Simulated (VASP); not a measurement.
# Pt (Fm-3m) in VASP: a series of runs

The runs below take Pt through single point, with PBEsol.

All numbers are computed with VASP 6.6.1; they aren't measurements. Logs are shortened: lines on timing, memory, paths and dates and some standing lists are left out, and cuts for length are marked.

## 1. The cell of the first run

The structure is cubic, space group Fm-3m (No. 225). The conventional cell has a = 3.733 Å, b = 3.733 Å, c = 3.733 Å, α = 90.00°, β = 90.00°, γ = 90.00°. Within 3.5 Å of Pt (site symmetry m-3m) lie 12 Pt at 2.64 Å.

## 2. Single point, PBEsol, collinear spin (13.01 Å³/atom)

The input, INCAR:

```
PREC     = Accurate       # precision mode
ENCUT    = 520            # plane-wave cutoff, eV
EDIFF    = 1E-6           # SCF threshold, eV
ISMEAR   = 0              # smearing method
SIGMA    = 0.15           # smearing width, eV
LREAL    = False          # projectors in reciprocal space
LASPH    = True           # aspherical terms in the spheres
NELM     = 150            # most SCF steps
ALGO     = Normal         # electronic algorithm
ISIF     = 2              # what is computed and relaxed
LWAVE    = False          # write WAVECAR
LCHARG   = False          # write CHGCAR
ISPIN    = 2              # spin polarisation
MAGMOM   = 0.3            # initial moments
LORBIT   = 11             # projections on sites
NUPDOWN  = 0.3            # fixed moment
LMAXMIX  = 4              # l up to which the mixer works
GGA      = PS             # functional
NBANDS   = 15             # bands
```

The input, KPOINTS:

```
regular mesh
0
Gamma
  22 22 22
```

The input, POSCAR:

```
Pt
1.0
    0.0000000000      1.8665426505      1.8665426505
    1.8665426505      0.0000000000      1.8665426505
    1.8665426505      1.8665426505      0.0000000000
Pt
1
Direct
    0.0000000000      0.0000000000      0.0000000000
```

Potentials or basis: VASP PAW PBE potentials, release 64 (Pt).

On the command line:

```sh
> cat potpaw_PBE.64/Pt/POTCAR > POTCAR
> mpirun -np 1 vasp_std > vasp.out
```

OUTCAR:

```text
PREC = Accurate
   ENCUT = 520
   EDIFF = 1E-6
   ISMEAR = 0
   LREAL = False
   LASPH = True
   NELM = 150
   ISIF = 2
   ISPIN = 2
   LORBIT = 11
   NUPDOWN = 0.3
   GGA = PS

 ion  position               nearest neighbor table
   1  0.000  0.000  0.000-

  LATTYP: Found a face centered cubic cell.
 ALAT       =     3.7330853010

  Lattice vectors:

 A1 = (   0.0000000000,   1.8665426505,   1.8665426505)
 A2 = (   1.8665426505,   0.0000000000,   1.8665426505)
 A3 = (   1.8665426505,   1.8665426505,   0.0000000000)

Analysis of symmetry for initial positions (statically):
=====================================================================
 Subroutine PRICEL returns:
 Original cell was already a primitive cell.

 Routine SETGRP: Setting up the symmetry group for a
 face centered cubic supercell.

 Subroutine GETGRP returns: Found 48 space group operations
 (whereof 48 operations were pure point group operations)
 out of a pool of 48 trial point group operations.

The static configuration has the point symmetry O_h .

Analysis of symmetry for dynamics (positions and initial velocities):
=====================================================================
 Subroutine PRICEL returns:
 Original cell was already a primitive cell.

 Routine SETGRP: Setting up the symmetry group for a
 face centered cubic supercell.

 Subroutine GETGRP returns: Found 48 space group operations
 (whereof 48 operations were pure point group operations)
 out of a pool of 48 trial point group operations.

The dynamic configuration has the point symmetry O_h .

Analysis of structural, dynamic, and magnetic symmetry:
=====================================================================
 Subroutine PRICEL returns:
 Original cell was already a primitive cell.

 Routine SETGRP: Setting up the symmetry group for a
 face centered cubic supercell.

 Subroutine GETGRP returns: Found 48 space group operations
 (whereof 48 operations were pure point group operations)
 out of a pool of 48 trial point group operations.

The overall configuration has the point symmetry O_h .

 Subroutine INISYM returns: Found 48 space group operations
 (whereof 48 operations are pure point group operations),
 and found     1 'primitive' translations

----------------------------------------------------------------------------------------

                                     Primitive cell

  volume of cell :      13.0060

  direct lattice vectors                    reciprocal lattice vectors
     0.000000000  1.866542651  1.866542651    -0.267874940  0.267874940  0.267874940
     1.866542651  0.000000000  1.866542651     0.267874940 -0.267874940  0.267874940
     1.866542651  1.866542651  0.000000000     0.267874940  0.267874940 -0.267874940

  length of vectors
     2.639689931  2.639689931  2.639689931     0.463973006  0.463973006  0.463973006

  position of ions in fractional coordinates (direct lattice)
     0.000000000  0.000000000  0.000000000

  ion indices of the primitive-cell ions
   primitive index   ion index
                 1           1

----------------------------------------------------------------------------------------

 KPOINTS: regular mesh

Automatic generation of k-mesh.
 Grid dimensions read from file:
 generate k-points for:   22   22   22

 Generating k-lattice:

  Cartesian coordinates                     Fractional coordinates (reciprocal lattice)
    -0.012176134  0.012176134  0.012176134     0.045454545  0.000000000  0.000000000
     0.012176134 -0.012176134  0.012176134     0.000000000  0.045454545  0.000000000
     0.012176134  0.012176134 -0.012176134     0.000000000  0.000000000  0.045454545

  Length of vectors
     0.021089682  0.021089682  0.021089682

  Shift w.r.t. Gamma in fractional coordinates (k-lattice)
     0.000000000  0.000000000  0.000000000

 Subroutine IBZKPT returns following result:
 ===========================================

 Found    328 irreducible k-points:

 Following reciprocal coordinates:
            Coordinates               Weight
  0.000000  0.000000  0.000000      1.000000
  0.045455  0.000000  0.000000      8.000000
  0.090909  0.000000  0.000000      8.000000
  0.136364  0.000000  0.000000      8.000000
  0.181818  0.000000  0.000000      8.000000
  0.227273  0.000000  0.000000      8.000000
[... 16 lines left out ...]
  0.500000  0.045455  0.000000     24.000000
 -0.454545  0.045455  0.000000     24.000000
 [... further k-points ...]
   k-points           NKPTS =    328   k-points in BZ     NKDIM =    328   number of bands    NBANDS=     15
   number of dos      NEDOS =    301   number of ions     NIONS =      1
   total plane-waves  NPLWV =   8000
   dimension x,y,z NGX =    20 NGY =   20 NGZ =   20
   dimension x,y,z NGXF=    40 NGYF=   40 NGZF=   40
   ions per type =               1
   NGX,Y,Z   is equivalent  to a cutoff of  12.60, 12.60, 12.60 a.u.
   NGXF,Y,Z  is equivalent  to a cutoff of  25.19, 25.19, 25.19 a.u.
 SYSTEM =  unknown system
   PREC   = accura    normal or accurate (medium, high low for compatibility)
   ISTART =      0    job   : 0-new  1-cont  2-samecut
   ICHARG =      2    charge: 1-file 2-atom 10-const
   ISPIN  =      2    spin polarized calculation?
   LNONCOLLINEAR =      F non collinear calculations
   LSORBIT =      F    spin-orbit coupling
   LASPH  =      T    aspherical Exc in radial PAW
   ENCUT  =  520.0 eV  38.22 Ry    6.18 a.u.   4.91  4.91  4.91*2*pi/ulx,y,z
   NELM   =    150;   NELMIN=  2; NELMDL= -5     # of ELM steps
   EDIFF  = 0.1E-05   stopping-criterion for ELM
   LREAL  =      F    real-space projection
   EDIFFG = 0.1E-04   stopping-criterion for IOM
   NSW    =      0    number of steps for IOM
   IBRION =     -1    ionic relax: 0-MD 1-quasi-New 2-CG
   NFREE  =      0    steps in history (QN), initial steepest desc. (CG)
   ISIF   =      2    stress and relaxation
   ISYM   =      2    0-nonsym 1-usesym 2-fastsym
   POTIM  = 0.5000    time-step for ionic-motion
   TEBEG  =    0.0;   TEEND  =   0.0 temperature during run
   PSTRESS=    0.0 pullay stress
   NELECT =      10.0000    total number of electrons
   NUPDOWN=       0.3000    fix difference up-down
   EMIN   =  10.00;   EMAX   =-10.00  energy-range for DOS
   EFERMI =   0.00;   METHOD = LEGACY
   ISMEAR =     0;   SIGMA  =   0.15  broadening in eV -4-tet -1-fermi 0-gaus
   EFERMI_NEDOS =   21; number of points for ismear=-14 and -15
   IALGO  =     38    algorithm
   IMIX   =      4    mixing-type and parameters
     AMIX     =   0.40;   BMIX     =  1.00
     AMIX_MAG =   1.60;   BMIX_MAG =  1.00
  volume/ion in A,a.u.               =      13.01        87.77
  Fermi-wavevector in a.u.,A,eV,Ry     =   1.499778  2.834169 30.604039  2.249333
  Thomas-Fermi vector in A             =   2.611364
   LORBIT       =     11    0 simple, 1 ext, 2 COOP (PROOUT), +10 PAW based schemes
   GGA     = PS    functional components
   LHFCALC =     F    Hartree Fock is set to
   AEXX    =    0.0000 exact exchange contribution
   IVDW    =     0    specifies the selected vdW correction
   LEPSILON=     F    determine dielectric tensor
   LRPA    =     F    only Hartree local field effects (RPA)
 spin polarized calculation
 Gauss-broadening in eV      SIGMA  =   0.15
  energy-cutoff  :      520.00
  volume of cell :       13.01
 maximum number of plane-waves:       362
   NGX =  9   NGY =  9   NGZ =  9

 number of electron      10.0000000 magnetization       0.3000000

 Free energy of the ion-electron system (eV)
  ---------------------------------------------------
  ext. energy  EPLUGINS =         0.00000000
  ---------------------------------------------------
  free energy    TOTEN  =        -6.62652155 eV

  energy without entropy =       -6.61203774  energy(sigma->0) =       -6.61927965

 E-fermi :  14.1183     XC(G=0): -14.5159

 val. band max:       14.3437596514   @ k =   0.4545   0.0455   0.0000
 cond. band min:      14.1192648366   @ k =  -0.4545   0.2273   0.0909
 fundamental gap:     -0.2244948148
 Fermi energy:        14.3472960088

 spin component 1

 k-point     1 :       0.0000    0.0000    0.0000
  band No.  band energies     occupation
      1       2.0849      1.00000
      2       9.2675      1.00000
      3       9.2675      1.00000
      4       9.2675      1.00000
      5      12.0465      1.00000
      6      12.0465      1.00000
      7      28.2236      0.00000
      8      34.0509      0.00000
      9      34.0509      0.00000
     10      34.0509      0.00000
     11      39.9327      0.00000
     12      46.0946      0.00000
     13      46.0946      0.00000
     14      46.0946      0.00000
     15      49.7696      0.00000

 k-point     2 :       0.0455    0.0000    0.0000
  band No.  band energies     occupation
      1       2.1823      1.00000
      2       9.2173      1.00000
      3       9.3093      1.00000
      4       9.3093      1.00000
      5      12.0192      1.00000
      6      12.0192      1.00000
      7      28.3917      0.00000
      8      33.5677      0.00000
      9      34.2136      0.00000
     10      34.2136      0.00000
     11      40.5214      0.00000
     12      46.0022      0.00000
     13      46.0654      0.00000
     14      46.0654      0.00000
     15      48.7672      0.00000
[... 365 lines left out ...]
      3       9.2537      1.00000
      4      12.4139      1.00000
      5      14.1847      0.93731
      6      14.7490      0.00008
      7      21.1981      0.00000
      8      28.0209      0.00000
      9      33.9669      0.00000
     10      33.9700      0.00000
     11      44.9516      0.00000
     12      45.2204      0.00000
     13      46.2112      0.00000
     14      46.3138      0.00000
     15      46.3402      0.00000

 k-point    24 :      -0.4545    0.0455    0.0000
  band No.  band energies     occupation
      1       5.1315      1.00000
      2       9.1256      1.00000
      3       9.2529      1.00000
      4      12.3350      1.00000
      5      14.0434      0.99792
      6      14.7543      0.00006
      7      21.3762      0.00000
      8      28.0624      0.00000
      9      33.8303      0.00000
     10      34.2728      0.00000
     11      44.5841      0.00000
     12      45.2278      0.00000
     13      46.0671      0.00000
     14      46.2732      0.00000
     15      46.3241      0.00000

 [... further k-points ...]

 spin component 2

 k-point     1 :       0.0000    0.0000    0.0000
  band No.  band energies     occupation
      1       2.1414      1.00000
      2       9.4704      1.00000
      3       9.4704      1.00000
      4       9.4704      1.00000
      5      12.2358      1.00000
      6      12.2358      1.00000
      7      28.2779      0.00000
      8      34.0983      0.00000
      9      34.0983      0.00000
     10      34.0983      0.00000
     11      39.9420      0.00000
     12      46.4375      0.00000
     13      46.4375      0.00000
     14      46.4375      0.00000
     15      49.8536      0.00000

 k-point     2 :       0.0455    0.0000    0.0000
  band No.  band energies     occupation
      1       2.2388      1.00000
      2       9.4190      1.00000
      3       9.5123      1.00000
      4       9.5123      1.00000
      5      12.2081      1.00000
      6      12.2081      1.00000
      7      28.4471      0.00000
      8      33.6127      0.00000
      9      34.2616      0.00000
     10      34.2616      0.00000
     11      40.5336      0.00000
     12      46.3296      0.00000
     13      46.4043      0.00000
     14      46.4043      0.00000
     15      48.8797      0.00000
[... 365 lines left out ...]
      3       9.4332      1.00000
      4      12.4976      1.00000
      5      14.4085      0.00310
      6      14.9235      0.00000
      7      21.3703      0.00000
      8      28.0620      0.00000
      9      34.0462      0.00000
     10      34.0505      0.00000
     11      45.0194      0.00000
     12      45.2858      0.00000
     13      46.3999      0.00000
     14      46.6472      0.00000
     15      46.6551      0.00000

 k-point    24 :      -0.4545    0.0455    0.0000
  band No.  band energies     occupation
      1       5.2660      1.00000
      2       9.3031      1.00000
      3       9.4323      1.00000
      4      12.4151      1.00000
      5      14.2659      0.08199
      6      14.9367      0.00000
      7      21.5444      0.00000
      8      28.1041      0.00000
      9      33.9104      0.00000
     10      34.3532      0.00000
     11      44.6519      0.00000
     12      45.2922      0.00000
     13      46.1765      0.00000
     14      46.6135      0.00000
     15      46.6647      0.00000

 [... further k-points ...]
[... 5 lines left out ...]
  --------------------------------------------------------------------------------------
  -------------------------------------------------------------------------------------
  Total        5.0255277      5.0255277      5.0255277     -0.0000000     -0.0000000      0.0000000
  in kB      619.0824629    619.0824629    619.0824629     -0.0000000     -0.0000000      0.0000000
  external PRESSURE =     619.0824629 kB  Pullay stress =       0.0000000 kB

 VOLUME and BASIS-vectors are now :
 -----------------------------------------------------------------------------
  energy-cutoff  :      520.00
  volume of cell :       13.01
      direct lattice vectors                 reciprocal lattice vectors
     0.000000000  1.866542651  1.866542651    -0.267874940  0.267874940  0.267874940
     1.866542651  0.000000000  1.866542651     0.267874940 -0.267874940  0.267874940
     1.866542651  1.866542651  0.000000000     0.267874940  0.267874940 -0.267874940

 POSITION                                       TOTAL-FORCE (eV/Angst)
 -----------------------------------------------------------------------------------
      0.00000      0.00000      0.00000         0.000000      0.000000     -0.000000
 -----------------------------------------------------------------------------------
    total drift:                               -0.000000     -0.000000     -0.000000

  FREE ENERGIE OF THE ION-ELECTRON SYSTEM (eV)
  ---------------------------------------------------
  free  energy   TOTEN  =        -6.6265215540 eV

  energy  without entropy=       -6.6120377414  energy(sigma->0) =       -6.61927965

 total charge

# of ion       s       p       d       tot
------------------------------------------
    1        0.724   0.830   8.205   9.759

 magnetization (x)

# of ion       s       p       d       tot
------------------------------------------
    1       -0.000  -0.002   0.295   0.293
```

Run time: 58 s. Hardware: 1 thread of AMD EPYC 9R45 (Zen 5), shared host; peak memory 0.18 GiB.

What came out:

| Property | Result |
| --- | --- |
| Free energy | -6.6265 eV |
| Pressure | 61.9 GPa |
| Net moment | 0.30 μB per cell |
| Site moments | Pt +0.29 μB |
| Valence electrons inside the program's atomic spheres | Pt 9.76 |

Caveat: the cell stands under pressure; the PAW data sets were made with another functional, which shifts forces and pressure a little; spin-orbit coupling is left out, which moves the levels of the heavy elements; the total moment is fixed, so each spin has its own Fermi level.

## 3. Single point, PBEsol, collinear spin (13.01 Å³/atom)

The input, INCAR:

```
SYSTEM = Pt
PREC = Accurate
ENCUT = 520
EDIFF = 1E-6
ISMEAR = 0
SIGMA = 0.15
LREAL = .False.
LASPH = .True.
NELM = 150
ALGO = Normal
ISIF = 2
LWAVE = .False.
LCHARG = .False.
ISPIN = 2
MAGMOM = 0.2
LORBIT = 11
NUPDOWN = 0.2
LMAXMIX = 4
GGA = PS
NBANDS = 15
```

The input, KPOINTS:

```
Automatic mesh
0
Gamma
  22 22 22
  0 0 0
```

POSCAR is that of step 2.

Potentials or basis: VASP PAW PBE potentials, release 64 (Pt).

On the command line:

```sh
> cat potpaw_PBE.64/Pt/POTCAR > POTCAR
> mpirun -np 1 vasp_std > vasp.out
```

It took 59 s on 1 thread of AMD EPYC 9R45 (Zen 5), shared host; peak memory 0.18 GiB.

Results (log left out):

```yaml
Free_energy: -6.6359 eV
Pressure: 61.5 GPa
Net_moment: 0.20 μB per cell
Site_moments: Pt +0.20 μB
Valence_electrons_inside_the_program's_atomic_spheres: Pt 9.76
```

Caveat: the cell stands under pressure; the PAW data sets were made with another functional, which shifts forces and pressure a little; spin-orbit coupling is left out, which moves the levels of the heavy elements; the total moment is fixed, so each spin has its own Fermi level.

(Continued in part 2 of 2.)
